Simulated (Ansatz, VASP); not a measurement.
Ga in VASP and in Ansatz

The input INCAR:

```
SYSTEM = Ga
ALGO = Normal
EDIFF = 1E-6
ENCUT = 520
GGA = PE
ISIF = 2
ISMEAR = -1
LASPH = .True.
LCHARG = .False.
LREAL = .False.
LWAVE = .False.
NBANDS = 20
NELM = 60
PREC = Accurate
SIGMA = 0.08
```

KPOINTS

```
k-points
0
Gamma
  12 12 10
  0 0 0
```

File POSCAR:

```
Ga
1.0
    1.4500000000     -4.0650000000      0.0000000000
    1.4500000000      4.0650000000      0.0000000000
    0.0000000000      0.0000000000      3.1383000000
Ga
2
Direct
    0.8670000000      0.1330000000      0.2500000000
    0.1330000000      0.8670000000      0.7500000000
```

Input for Ansatz:

```yaml
crystal:
  lattice:
    - [1.45, -4.065, 0.0]
    - [1.45, 4.065, 0.0]
    - [0.0, 0.0, 3.1383]
  atoms:
    - { symbol: Ga, position: [0.867, 0.133, 0.25] }
    - { symbol: Ga, position: [0.133, 0.867, 0.75] }
kpoints:
  mp_grid: { grid: [12, 12, 10] }
  band_path:
    path:
      - [0.0, 0.0, 0.0]
      - [-0.5, 0.5, 0.0]
      - [-0.2818093587, 0.7181906413, 0.0]
      - [0.2818093587, 0.2818093587, 0.0]
      - [0.0, 0.0, 0.0]
      - [0.0, 0.0, 0.5]
      - [0.2818093587, 0.2818093587, 0.5]
      - [-0.2818093587, 0.7181906413, 0.5]
      - [-0.5, 0.5, 0.5]
    npoints: 5
scf:
  occupations: { method: fermi_dirac, width: 0.08 }
hamiltonian:
  xc: pbe
  pseudopotentials: { kind: all_electron, lapw: { basis_error: 0.001 } }
output:
  forces: true
  stress: true
  eigenvalues: true
```

Change from the starting cell: zz strain of -1 %.

Alike in both runs: task single point; functional PBE; k mesh 12 × 12 × 10; occupations fermi-dirac, width 0.08 eV; no spin polarisation.

|  | VASP | Ansatz |
| --- | --- | --- |
| version | VASP 6.6.1 | Ansatz 0.2.0 |
| potentials or method | VASP PAW PBE potentials, release 64 (Ga_d), cutoff 520 eV | all-electron LAPW, scalar-relativistic |

VASP gave:

```
pressure (GPa)                                                : 2.3
traceless stress, the component that is largest in VASP (GPa) : -2.65
rms of the force components (eV/Å)                            : 0.118
```

**Question.** Estimate Ansatz's values.

**Answer.** Pressure (GPa): 2.3; traceless stress, the component that is largest in VASP (GPa): -2.64; rms of the force components (eV/Å): 0.117.

Atom by atom the forces differ by 0.001 eV/Å (rms over components). Ansatz ran all-electron here, and VASP with PAW potentials.
